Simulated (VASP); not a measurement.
Runs of VASP 6.6.1 on MoRu2. The structure is that of space group P-62m (No. 189), or close to it. The cells are those of the table. 

| spin | cell | k mesh | gap on the mesh (eV) | pressure (GPa) | largest force (eV/Å) |
| --- | --- | --- | --- | --- | --- |
| off | a = 4.680, b = 4.680, c = 4.291 Å, angles 90.0, 90.0, 120.0°, 6 atoms | 12 × 12 × 8 | none | (a) | 0.01 |
| off | a = 4.781, b = 4.781, c = 4.374 Å, angles 90.0, 90.0, 120.0°, 6 atoms | 6 × 6 × 4 | none | -0.1 | 0.02 |
| collinear, ferromagnetic start | a = 4.781, b = 4.781, c = 4.374 Å, angles 90.0, 90.0, 120.0°, 6 atoms | 6 × 6 × 4 | none | -0.1 | 0.02 |
| off | a = 4.628, b = 4.628, c = 4.248 Å, angles 90.0, 90.0, 120.0°, 6 atoms | 12 × 12 × 8 | none | 34.1 | 0.01 |
| off | a = 4.575, b = 4.575, c = 4.204 Å, angles 90.0, 90.0, 120.0°, 6 atoms | 12 × 12 × 8 | none | 49.7 | 0.01 |

Alike in all rows: task single point; level PBE; potentials or basis VASP PAW PBE potentials, release 64 (Mo_sv, Ru_pv); cutoff (eV) 520; smearing gaussian 0.1 eV.

Q: Estimate the missing entries.

A: (a) 20.8.

Caveats: the cell stands under pressure (at least some runs).

A k mesh can miss the band edges, and the runs leave out spin-orbit coupling on Mo, Ru.

A gap of «none» marks levels without a gap at the run's occupations.
